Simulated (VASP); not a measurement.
Re2C, 6 atoms in the cell. The structure is hexagonal, space group P6_3/mmc (No. 194). The conventional cell has a = 2.846 Å, b = 2.846 Å, c = 9.844 Å, α = 90.00°, β = 90.00°, γ = 120.00°. Re (site symmetry 3m) has 3 C at 2.16 Å and 10 Re at 2.69 to 2.85 Å within 2.9 Å. Within 2.9 Å of C (site symmetry -6m2) lie 6 Re at 2.16 Å and 6 C at 2.85 Å. 

| Property | Result |
| --- | --- |
| Program | VASP 6.6.1 |
| Task | single point |
| Functional | r2SCAN |
| Potentials or basis | VASP PAW PBE potentials, release 64 (Re, C) |
| Cutoff | 520 eV |
| k mesh | 15 × 15 × 4 |
| Occupations | gaussian, width 0.1 eV |
| Spin | no spin polarisation |
| Dipole correction | no |
| Further INCAR settings | ALGO = Normal; EDIFF = 1e-06; NBANDS = 27 |

Potentials or basis: VASP PAW PBE potentials, release 64 (Re, C).

Command:

```bash
$ cat potpaw_PBE.64/Re/POTCAR potpaw_PBE.64/C/POTCAR > POTCAR
$ cp INCAR.step1 INCAR
$ mpirun -np 1 vasp_std > vasp.out
$ cp INCAR.step2 INCAR
$ mpirun -np 1 vasp_std > vasp.out
```

Hardware: 1 thread of Intel(R) Xeon(R) 6975P-C (Granite Rapids), on a shared host.

Task: How long does it take, and how much memory?

Result: Run time: 5.2 min on 1 thread of Intel(R) Xeon(R) 6975P-C (Granite Rapids) (shared host), peak memory 0.29 GiB. Counts: k points 81.
